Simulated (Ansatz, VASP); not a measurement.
# Si5C: VASP beside Ansatz

```
Si C
1.0
     3.95155    0.00000    0.00000
     0.00000    3.79275    0.00000
    -1.32856    0.00000    6.52839
Si C
5 1
Direct
  0.03784 0.50000 0.32692
  0.60256 0.00000 0.32162
  0.96216 0.50000 0.67308
  0.39744 0.00000 0.67838
  0.50000 0.50000 0.00000
  0.00000 0.00000 0.00000
```

Change from the starting cell: species swapped into the BaBi5 type (P2/m, No. 10).

Alike in both runs: task single point; functional PBE; k mesh 4 × 4 × 4; occupations gaussian, width 0.1 eV; collinear spin.

|  | VASP | Ansatz |
| --- | --- | --- |
| version | VASP 6.6.1 | Ansatz 0.2.0 |
| potentials or method | VASP PAW PBE potentials, release 64 (Si, C), cutoff 600 eV | scalar-relativistic, plane waves, PAW |
| valence electrons in the cell | 24 | 24 |

Ansatz gave:

| Item | Value |
| --- | --- |
| gap on the k mesh at the Fermi level (eV) | none |
| pressure (GPa) | -11.1 |
| traceless stress, the component that is largest in VASP (GPa) | 3.63 |
| rms of the force components (eV/Å) | 0.385 |
| net moment per atom (μB) | 0.00 |

Question: Which values does VASP return?

Answer: gap on the k mesh at the Fermi level (eV): none; pressure (GPa): -11.1; traceless stress, the component that is largest in VASP (GPa): 3.63; rms of the force components (eV/Å): 0.382; net moment per atom (μB): 0.00.

Atom by atom the forces differ by 0.003 eV/Å (rms over components). A gap of «none» marks a metal or a gap that the smearing closes. Ansatz's warnings: seeded moment not kept.

The k mesh is coarse, so the values compare programs but aren't converged.
